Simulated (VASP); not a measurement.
# Ti in VASP: notebook

Runs on Ti. Level: PBE. Tasks: single point.

Program: VASP 6.6.1. These are calculated values, not measurements. Logs are shortened: lines on timing, memory, paths and dates and some standing lists are left out, and cuts for length are marked.

### 1 The cell of the first run

The structure is hexagonal, space group P6/mmm (No. 191). The conventional cell has a = 4.541 Å, b = 4.541 Å, c = 2.808 Å, α = 90.00°, β = 90.00°, γ = 120.00°. Ti (site symmetry 6/mmm) has 14 Ti at 2.81 to 2.97 Å within 3.7 Å. Within 3.5 Å of Ti (site symmetry -6m2) lie 11 Ti at 2.62 to 2.97 Å.

This isn't the form of Ti at room conditions, which is hcp.

### 2 Single point, PBE (the cell strained)

The input, INCAR:

```
ALGO     = Normal         # electronic algorithm
EDIFF    = 1E-6           # SCF threshold, eV
ENCUT    = 500            # plane-wave cutoff, eV
GGA      = PE             # functional
GGA_COMPAT= False        
ISIF     = 2              # what is computed and relaxed
ISMEAR   = 0              # smearing method
LASPH    = True           # aspherical terms in the spheres
LCHARG   = False          # write CHGCAR
LREAL    = False          # projectors in reciprocal space
LWAVE    = False          # write WAVECAR
NBANDS   = 25             # bands
NELM     = 120            # most SCF steps
PREC     = Accurate       # precision mode
SIGMA    = 0.15           # smearing width, eV
```

The input, KPOINTS:

```
k-points
0
Gamma
  12 12 14
```

The input, POSCAR:

```
Ti
1.0
    4.5410922605      0.0000000000      0.0000000000
   -2.2705461302      3.9327012585      0.0000000000
    0.0000000000      0.0000000000      2.8082579439
Ti
3
Direct
    0.0000000000      0.0000000000      0.0000000000
    0.3333333333      0.6666666667      0.5000000000
    0.6666666667      0.3333333333      0.5000000000
```

Potentials or basis: VASP PAW PBE potentials, release 64 (Ti_sv).

Launch:

```
$ cat potpaw_PBE.64/Ti_sv/POTCAR > POTCAR
$ mpirun -np 1 vasp_std > vasp.out
```

OUTCAR:

```text
EDIFF = 1E-6
   ENCUT = 500
   GGA = PE
   ISIF = 2
   ISMEAR = 0
   LASPH = True
   LREAL = False
   NELM = 120
   PREC = Accurate

 ion  position               nearest neighbor table
   1  0.000  0.000  0.000-
   2  0.333  0.667  0.500-   3 2.62   3 2.62   3 2.62
   3  0.667  0.333  0.500-   2 2.62   2 2.62   2 2.62

  LATTYP: Found a hexagonal cell.
 ALAT       =     4.5410922605
 C/A-ratio  =     0.6184102376

  Lattice vectors:

 A1 = (   4.5410922605,   0.0000000000,   0.0000000000)
 A2 = (  -2.2705461302,   3.9327012585,   0.0000000000)
 A3 = (   0.0000000000,   0.0000000000,   2.8082579439)

Analysis of symmetry for initial positions (statically):
=====================================================================
 Subroutine PRICEL returns:
 Original cell was already a primitive cell.

 Routine SETGRP: Setting up the symmetry group for a
 hexagonal supercell.

 Subroutine GETGRP returns: Found 24 space group operations
 (whereof 24 operations were pure point group operations)
 out of a pool of 24 trial point group operations.

The static configuration has the point symmetry D_6h.

Analysis of symmetry for dynamics (positions and initial velocities):
=====================================================================
 Subroutine PRICEL returns:
 Original cell was already a primitive cell.

 Routine SETGRP: Setting up the symmetry group for a
 hexagonal supercell.

 Subroutine GETGRP returns: Found 24 space group operations
 (whereof 24 operations were pure point group operations)
 out of a pool of 24 trial point group operations.

The dynamic configuration has the point symmetry D_6h.

 Subroutine INISYM returns: Found 24 space group operations
 (whereof 24 operations are pure point group operations),
 and found     1 'primitive' translations

----------------------------------------------------------------------------------------

                                     Primitive cell

  volume of cell :      50.1520

  direct lattice vectors                    reciprocal lattice vectors
     4.541092261  0.000000000  0.000000000     0.220211337  0.127139075  0.000000000
    -2.270546130  3.932701258  0.000000000     0.000000000  0.254278150  0.000000000
     0.000000000  0.000000000  2.808257944     0.000000000  0.000000000  0.356092645

  length of vectors
     4.541092261  4.541092260  2.808257944     0.254278150  0.254278150  0.356092645

  position of ions in fractional coordinates (direct lattice)
     0.000000000  0.000000000  0.000000000
     0.333333333  0.666666667  0.500000000
     0.666666667  0.333333333  0.500000000

  ion indices of the primitive-cell ions
   primitive index   ion index
                 1           1
                 2           2
                 3           3

----------------------------------------------------------------------------------------

 KPOINTS: k-points

Automatic generation of k-mesh.
 Grid dimensions read from file:
 generate k-points for:   12   12   14

 Generating k-lattice:

  Cartesian coordinates                     Fractional coordinates (reciprocal lattice)
     0.018350945  0.010594923  0.000000000     0.083333333  0.000000000  0.000000000
     0.000000000  0.021189846  0.000000000     0.000000000  0.083333333  0.000000000
     0.000000000  0.000000000  0.025435189     0.000000000  0.000000000  0.071428571

  Length of vectors
     0.021189846  0.021189846  0.025435189

  Shift w.r.t. Gamma in fractional coordinates (k-lattice)
     0.000000000  0.000000000  0.000000000

 Subroutine IBZKPT returns following result:
 ===========================================

 Found    152 irreducible k-points:

 Following reciprocal coordinates:
            Coordinates               Weight
  0.000000  0.000000  0.000000      1.000000
  0.083333 -0.000000  0.000000      6.000000
  0.166667  0.000000  0.000000      6.000000
  0.250000 -0.000000  0.000000      6.000000
  0.333333 -0.000000  0.000000      6.000000
  0.416667  0.000000  0.000000      6.000000
[... 16 lines left out ...]
[... 51 lines left out ...]
      6     -24.3589      2.00000
[... 17 lines left out ...]
     24      10.1968      0.00000
     25      11.0572      0.00000

 k-point     4 :       0.2500   -0.0000    0.0000
  band No.  band energies     occupation
      1     -48.1992      2.00000
      2     -47.9373      2.00000
      3     -47.8021      2.00000
      4     -24.6512      2.00000
      5     -24.5804      2.00000
      6     -24.3122      2.00000
[... 17 lines left out ...]
     24      10.4534      0.00000
     25      11.3112      0.00000

 k-point     5 :       0.3333   -0.0000    0.0000
  band No.  band energies     occupation
      1     -48.1951      2.00000
      2     -47.9256      2.00000
      3     -47.8184      2.00000
      4     -24.6859      2.00000
      5     -24.5582      2.00000
      6     -24.2753      2.00000
[... 17 lines left out ...]
     24      10.7751      0.00000
     25      11.3704      0.00000

 k-point     6 :       0.4167    0.0000    0.0000
  band No.  band energies     occupation
      1     -48.1922      2.00000
      2     -47.9134      2.00000
      3     -47.8338      2.00000
      4     -24.7078      2.00000
      5     -24.5209      2.00000
      6     -24.2833      2.00000
[... 17 lines left out ...]
     24      10.9928      0.00000
     25      11.1276      0.00000
[... 393 lines left out ...]
 k-point    21 :       0.0833   -0.0000    0.0714
  band No.  band energies     occupation
      1     -48.2029      2.00000
      2     -47.9489      2.00000
      3     -47.7773      2.00000
      4     -24.5526      2.00000
      5     -24.5473      2.00000
      6     -24.4062      2.00000
[... 17 lines left out ...]
     24      10.3294      0.00000
     25      10.8734      0.00000

 k-point    22 :       0.1667    0.0000    0.0714
  band No.  band energies     occupation
      1     -48.1999      2.00000
      2     -47.9436      2.00000
      3     -47.7859      2.00000
      4     -24.5999      2.00000
      5     -24.5724      2.00000
      6     -24.3578      2.00000
[... 17 lines left out ...]
     24      10.2378      0.00000
     25      11.1337      0.00000

 k-point    23 :       0.2500   -0.0000    0.0714
  band No.  band energies     occupation
      1     -48.1958      2.00000
      2     -47.9347      2.00000
      3     -47.7993      2.00000
      4     -24.6436      2.00000
      5     -24.5754      2.00000
      6     -24.3126      2.00000
[... 17 lines left out ...]
     24      10.4356      0.00000
     25      11.4060      0.00000

 k-point    24 :       0.3333   -0.0000    0.0714
  band No.  band energies     occupation
      1     -48.1919      2.00000
      2     -47.9228      2.00000
      3     -47.8155      2.00000
      4     -24.6776      2.00000
      5     -24.5545      2.00000
      6     -24.2770      2.00000
[... 17 lines left out ...]
     24      10.7533      0.00000
     25      11.3367      0.00000

 [... further k-points ...]

------------------------ aborting loop because EDIFF is reached ----------------------------------------

  FORCE on cell =-STRESS in cart. coord.  units (eV):
  Direction    XX          YY          ZZ          XY          YZ          ZX
  --------------------------------------------------------------------------------------
  -------------------------------------------------------------------------------------
  Total        0.8143994      0.8143994      0.8728589      0.0000000      0.0000000      0.0000000
  in kB       26.0171526     26.0171526     27.8847234      0.0000000      0.0000000      0.0000000
  external PRESSURE =      26.6396762 kB  Pullay stress =       0.0000000 kB

 VOLUME and BASIS-vectors are now :
 -----------------------------------------------------------------------------
  energy-cutoff  :      500.00
  volume of cell :       50.15
      direct lattice vectors                 reciprocal lattice vectors
     4.541092261  0.000000000  0.000000000     0.220211337  0.127139075  0.000000000
    -2.270546130  3.932701258  0.000000000     0.000000000  0.254278150  0.000000000
     0.000000000  0.000000000  2.808257944     0.000000000  0.000000000  0.356092645

 POSITION                                       TOTAL-FORCE (eV/Angst)
 -----------------------------------------------------------------------------------
      0.00000      0.00000      0.00000         0.000000      0.000000     -0.000000
     -0.00000      2.62180      1.40413        -0.000000      0.000000      0.000000
      2.27055      1.31090      1.40413         0.000000     -0.000000     -0.000000
 -----------------------------------------------------------------------------------
    total drift:                                0.000000      0.000000     -0.000000

  FREE ENERGIE OF THE ION-ELECTRON SYSTEM (eV)
  ---------------------------------------------------
  free  energy   TOTEN  =       -23.5271738269 eV

  energy  without entropy=      -23.4955915955  energy(sigma->0) =      -23.51138271
```

It took 60 s on 1 thread of Intel Xeon 6975P-C (Granite Rapids), shared host; peak memory 0.26 GiB.

What came out:

- Free energy: -23.5272 eV
- Pressure: 2.7 GPa
- Band gap on the k mesh: zero (bands 18 and 19 overlap by 0.30 eV)

Levels at points of the mesh, in eV from the Fermi level:
```csv
k point,band 14,band 15,band 16,band 17,band 18,band 19,band 20,band 21,band 22,band 23
"(0.00, 0.00, 0.00)",-2.00,-0.70,-0.70,-0.61,-0.61,-0.02,0.70,1.33,1.33,1.87
"(0.50, 0.00, 0.00)",-3.58,-2.67,-0.42,-0.40,-0.36,0.06,0.56,1.07,1.19,1.97
"(0.00, 0.00, 0.50)",-2.15,-2.15,-1.72,-1.66,-1.66,1.08,1.08,1.29,1.29,3.03
"(0.50, 0.00, 0.50)",-2.13,-1.74,-1.20,-0.68,-0.64,0.37,0.84,1.00,1.09,2.29
```

Caveat: the cell differs from its parent crystal (the cell strained).

### 3 Single point, PBE (the cell strained)

The input, INCAR:

```
PREC = Accurate
ENCUT = 500
EDIFF = 1E-6
ISMEAR = 0
SIGMA = 0.15
LREAL = F
LASPH = T
NELM = 120
ALGO = Normal
ISIF = 2
LWAVE = F
LCHARG = T
GGA = PE
LELF = T
LVHAR = T
NBANDS = 25
GGA_COMPAT = F
```

The input, KPOINTS:

```
Automatic mesh
0
Gamma
  12 12 14
```

The input, POSCAR:

```
Ti
1.0
    4.6171053002      0.0000000000      0.0000000000
   -2.3085526501      3.9985304820      0.0000000000
    0.0000000000      0.0000000000      2.8552651859
Ti
3
Direct
    0.0000000000      0.0000000000      0.0000000000
    0.3333333333      0.6666666667      0.5000000000
    0.6666666667      0.3333333333      0.5000000000
```

Potentials or basis: VASP PAW PBE potentials, release 64 (Ti_sv).

Launch:

```
$ cat potpaw_PBE.64/Ti_sv/POTCAR > POTCAR
$ mpirun -np 1 vasp_std > vasp.out
```

Run time: 82 s. Hardware: 1 thread of Intel Xeon 6975P-C (Granite Rapids), shared host; peak memory 0.28 GiB.

Results (log left out):

| Property | Result |
| --- | --- |
| Free energy | -23.5254 eV |
| Pressure | -2.9 GPa |
| Band gap on the k mesh | zero (bands 18 and 19 overlap by 0.23 eV) |

Stress tensor (GPa, compression positive):
```
-2.82  0.00  0.00
 0.00 -2.82  0.00
 0.00  0.00 -2.94
```

Levels at points of the mesh, in eV from the Fermi level:
| k point | band 15 | band 16 | band 17 | band 18 | band 19 | band 20 | band 21 | band 22 |
| --- | --- | --- | --- | --- | --- | --- | --- | --- |
| (0.00, 0.00, 0.00) | -0.69 | -0.69 | -0.60 | -0.60 | -0.03 | 0.67 | 1.27 | 1.27 |
| (0.50, 0.00, 0.00) | -2.54 | -0.37 | -0.35 | -0.32 | 0.08 | 0.53 | 1.03 | 1.04 |
| (0.00, 0.00, 0.50) | -1.98 | -1.73 | -1.55 | -1.55 | 1.04 | 1.04 | 1.21 | 1.21 |
| (0.50, 0.00, 0.50) | -1.61 | -1.10 | -0.67 | -0.60 | 0.37 | 0.80 | 0.86 | 1.01 |

Caveat: the cell differs from its parent crystal (the cell strained).

### 4 Single point, PBE (the cell strained)

The input, INCAR:

```
SYSTEM = Ti
  ALGO = Normal
  EDIFF = 1E-6
  ENCUT = 500
  GGA = PE
  GGA_COMPAT = .FALSE.
  ISIF = 2
  ISMEAR = 0
  LASPH = .TRUE.
  LCHARG = .TRUE.
  LELF = .TRUE.
  LREAL = .FALSE.
  LVHAR = .TRUE.
  LWAVE = .FALSE.
  NBANDS = 25
  NELM = 120
  PREC = Accurate
  SIGMA = 0.15
```

The input, KPOINTS:

```
k-points
0
G
  12 12 14
  0 0 0
```

The input, POSCAR:

```
Ti
1.0
    4.6555697300      0.0000000000      0.0000000000
   -2.3277848650      4.0318416553      0.0000000000
    0.0000000000      0.0000000000      2.8790519830
Ti
3
Direct
    0.0000000000      0.0000000000      0.0000000000
    0.3333333333      0.6666666667      0.5000000000
    0.6666666667      0.3333333333      0.5000000000
```

Launch:

```
$ cat potpaw_PBE.64/Ti_sv/POTCAR > POTCAR
$ mpirun -np 1 vasp_std > vasp.out
```

It took 75 s on 1 thread of Intel Xeon 6975P-C (Granite Rapids), shared host; peak memory 0.28 GiB.

It converged, with:

- Free energy: -23.4923 eV
- Pressure: -5.3 GPa
- Band gap on the k mesh: zero (bands 18 and 19 overlap by 0.22 eV)

Stress tensor (GPa, compression positive):
```
-5.18  0.00  0.00
 0.00 -5.18  0.00
 0.00  0.00 -5.41
```

Levels at points of the mesh, in eV from the Fermi level:
```tsv
k point	band 14	band 15	band 16	band 17	band 18	band 19	band 20	band 21	band 22	band 23
(0.00, 0.00, 0.00)	-1.80	-0.68	-0.68	-0.59	-0.59	-0.03	0.66	1.23	1.23	1.72
(0.50, 0.00, 0.00)	-3.54	-2.48	-0.35	-0.33	-0.31	0.09	0.52	0.97	1.01	1.82
(0.00, 0.00, 0.50)	-1.90	-1.90	-1.73	-1.49	-1.49	1.02	1.02	1.17	1.17	2.76
(0.50, 0.00, 0.50)	-2.01	-1.55	-1.05	-0.66	-0.59	0.38	0.78	0.80	0.98	2.10
```

Caveat: the cell differs from its parent crystal (the cell strained); the cell stands under tension.

### 5 Single point, PBE (the cell strained)

The input, INCAR:

```
SYSTEM = Ti
ALGO     = Normal         ! electronic algorithm
EDIFF    = 1E-6           ! SCF threshold, eV
ENCUT    = 500            ! plane-wave cutoff, eV
GGA      = PE             ! functional
GGA_COMPAT= .FALSE.      
ISIF     = 2              ! what is computed and relaxed
ISMEAR   = 0              ! smearing method
LASPH    = .TRUE.         ! aspherical terms in the spheres
LCHARG   = .FALSE.        ! write CHGCAR
LREAL    = .FALSE.        ! projectors in reciprocal space
LWAVE    = .FALSE.        ! write WAVECAR
NBANDS   = 25             ! bands
NELM     = 120            ! most SCF steps
PREC     = Accurate       ! precision mode
SIGMA    = 0.15           ! smearing width, eV
```

KPOINTS is that of step 4.

The input, POSCAR:

```
Ti
1.0
    4.6935762499      0.0000000000      0.0000000000
   -2.3467881249      4.0647562670      0.0000000000
    0.0000000000      0.0000000000      2.9025556040
Ti
3
Direct
    0.0000000000      0.0000000000      0.0000000000
    0.3333333333      0.6666666667      0.5000000000
    0.6666666667      0.3333333333      0.5000000000
```

Launch:

```
$ cat potpaw_PBE.64/Ti_sv/POTCAR > POTCAR
$ mpirun -np 1 vasp_std > vasp.out
```

Wall time 64 s (1 thread of Intel Xeon 6975P-C (Granite Rapids), shared host); peak memory 0.28 GiB.

It converged, with:

```
Free energy            : -23.4401 eV
Pressure               : -7.4 GPa
Band gap on the k mesh : zero (bands 18 and 19 overlap by 0.22 eV)
```

Stress tensor (GPa, compression positive):
```
-7.33  0.00  0.00
 0.00 -7.33  0.00
 0.00  0.00 -7.64
```

Levels at points of the mesh, in eV from the Fermi level:
```csv
k point,band 16,band 17,band 18,band 19,band 20,band 21
"(0.00, 0.00, 0.00)",-0.68,-0.58,-0.58,-0.04,0.64,1.20
"(0.50, 0.00, 0.00)",-0.33,-0.31,-0.29,0.09,0.50,0.91
"(0.00, 0.00, 0.50)",-1.73,-1.44,-1.44,1.00,1.00,1.14
"(0.50, 0.00, 0.50)",-1.01,-0.65,-0.57,0.38,0.74,0.76
```

Caveat: the cell differs from its parent crystal (the cell strained); the cell stands under tension.

### 6 Single point, PBE (atoms displaced along a vibrational mode, the cell strained)

The input, INCAR:

```
SYSTEM = Ti
PREC = Accurate ; ENCUT = 500
EDIFF = 1E-6 ; ISMEAR = 0
SIGMA = 0.15 ; LREAL = .False.
LASPH = .True. ; NELM = 120
ALGO = Normal ; ISIF = 2
LWAVE = .False. ; LCHARG = .False.
GGA = PE ; NBANDS = 25
GGA_COMPAT = .False.
```

The input, KPOINTS:

```
regular mesh
0
Gamma
  12 12 14
  0 0 0
```

The input, POSCAR:

```
Ti
1.0
    4.4646213109      0.0000000000      0.0000000000
   -2.2323106554      3.8664754735      0.0000000000
    0.0000000000      0.0000000000      2.7609675258
Ti
3
Direct
   -0.0094941117     -0.0189882234      0.0000000000
    0.3380803892      0.6761607784      0.5000000000
    0.6714137225      0.3428274450      0.5000000000
```

Potentials or basis: VASP PAW PBE potentials, release 64 (Ti_sv).

Launch:

```
$ cat potpaw_PBE.64/Ti_sv/POTCAR > POTCAR
$ mpirun -np 1 vasp_std > vasp.out
```

Wall time 2.3 min (1 thread of Intel Xeon 6975P-C (Granite Rapids), shared host); peak memory 0.38 GiB.

It converged, with:

| Property | Result |
| --- | --- |
| Free energy | -23.4077 eV |
| Pressure | 9.8 GPa |
| Largest force | 0.496 eV/Å |
| Band gap on the k mesh | zero (bands 18 and 19 overlap by 0.37 eV) |

Forces in eV/Å, atoms in the order of the input:
```
Ti   0.000  0.496  0.000
Ti   0.000 -0.194  0.000
Ti   0.000 -0.302  0.000
```

Stress tensor (GPa, compression positive):
```
 9.56  0.00  0.00
 0.00 10.00  0.00
 0.00  0.00  9.79
```

Levels at points of the mesh, in eV from the Fermi level:
| k point | band 14 | band 15 | band 16 | band 17 | band 18 | band 19 | band 20 | band 21 | band 22 | band 23 |
| --- | --- | --- | --- | --- | --- | --- | --- | --- | --- | --- |
| (0.00, 0.00, 0.00) | -2.16 | -0.76 | -0.75 | -0.59 | -0.59 | 0.00 | 0.77 | 1.39 | 1.42 | 1.83 |
| (0.50, 0.00, 0.00) | -3.58 | -2.81 | -0.62 | -0.43 | -0.35 | 0.08 | 0.60 | 1.09 | 1.35 | 2.07 |
| (0.00, 0.50, 0.00) | -3.58 | -2.80 | -0.59 | -0.57 | -0.30 | 0.16 | 0.60 | 1.09 | 1.37 | 2.01 |
| (0.00, 0.00, 0.50) | -2.32 | -2.19 | -1.78 | -1.77 | -1.69 | 1.12 | 1.13 | 1.37 | 1.38 | 3.21 |
| (0.50, 0.00, 0.50) | -2.22 | -1.89 | -1.33 | -0.70 | -0.66 | 0.36 | 0.91 | 1.13 | 1.21 | 2.43 |
| (0.00, 0.50, 0.50) | -2.22 | -1.89 | -1.29 | -0.70 | -0.67 | 0.39 | 0.88 | 1.14 | 1.14 | 2.45 |

Caveat: the cell differs from its parent crystal (atoms displaced along a vibrational mode, the cell strained); the cell stands under pressure.

### 7 Overview

```csv
cell,gap on the mesh (eV),pressure (GPa)
"a = 4.541, b = 4.541, c = 2.808 Å, angles 90.0, 90.0, 120.0°, 3 atoms, atomic positions A",none,2.7
"a = 4.617, b = 4.617, c = 2.855 Å, angles 90.0, 90.0, 120.0°, 3 atoms, atomic positions A",none,-2.9
"a = 4.656, b = 4.656, c = 2.879 Å, angles 90.0, 90.0, 120.0°, 3 atoms, atomic positions A",none,-5.3
"a = 4.694, b = 4.694, c = 2.903 Å, angles 90.0, 90.0, 120.0°, 3 atoms, atomic positions A",none,-7.4
"a = 4.465, b = 4.465, c = 2.761 Å, angles 90.0, 90.0, 120.0°, 3 atoms, atomic positions B",none,9.8
```

Alike in all rows: task single point; level PBE; potentials or basis VASP PAW PBE potentials, release 64 (Ti_sv); no spin polarisation; k mesh 12 × 12 × 14; cutoff (eV) 500; smearing gaussian 0.15 eV.

Caveats: the cell stands under tension (at least some runs); the cell stands under pressure (at least some runs).

Total energies depend on the potentials used, so only differences within one code and one set of settings carry meaning.
